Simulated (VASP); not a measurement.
Input of a VASP 6.6.1 run:

File INCAR:

```
SYSTEM = AlN
PREC = Accurate
ENCUT = 600
EDIFF = 1E-6
ISMEAR = 0
SIGMA = 0.05
LREAL = .False.
LASPH = .True.
NELM = 120
ALGO = Normal
ISIF = 2
LWAVE = .False.
LCHARG = .False.
NBANDS = 16
GGA_COMPAT = .False.
```

KPOINTS

```
Automatic mesh
0
Gamma
  9 9 6
  0 0 0
```

POSCAR

```
AlN
1.0
    3.3783580567      0.0000000000      0.0000000000
   -1.6891790283      2.8683763727      0.0000000000
    0.0000000000      0.0000000000      4.1875630000
Al N
2 2
Direct
    0.3333333333      0.6666666667      0.7500000000
    0.6666666667      0.3333333333      0.2500000000
    0.3333333333      0.6666666667      0.2500000000
    0.6666666667      0.3333333333      0.7500000000
```

Potentials or basis: VASP PAW LDA potentials, release 64 (Al, N).

Command:

```sh
$ cat potpaw_LDA.64/Al/POTCAR potpaw_LDA.64/N/POTCAR > POTCAR
$ mpirun -np 1 vasp_std > vasp.out
```

Q: What does it give for the pressure?

A: -12.2 GPa.

Q: Predict the largest force.

A: 0.230 eV/Å.

Q: Estimate the band gap on the k mesh.

A: 3.16 eV, direct.

Forces on the atoms (eV/Å):
```
Al   0.000 -0.179  0.000
Al   0.000  0.179  0.000
N    0.000 -0.230  0.000
N    0.000  0.230  0.000
```

Caveat: the cell differs from its parent crystal (strain +0.0200 x Voigt [1, 0, 0, 0, 0, 0]). A k mesh can miss the band edges.
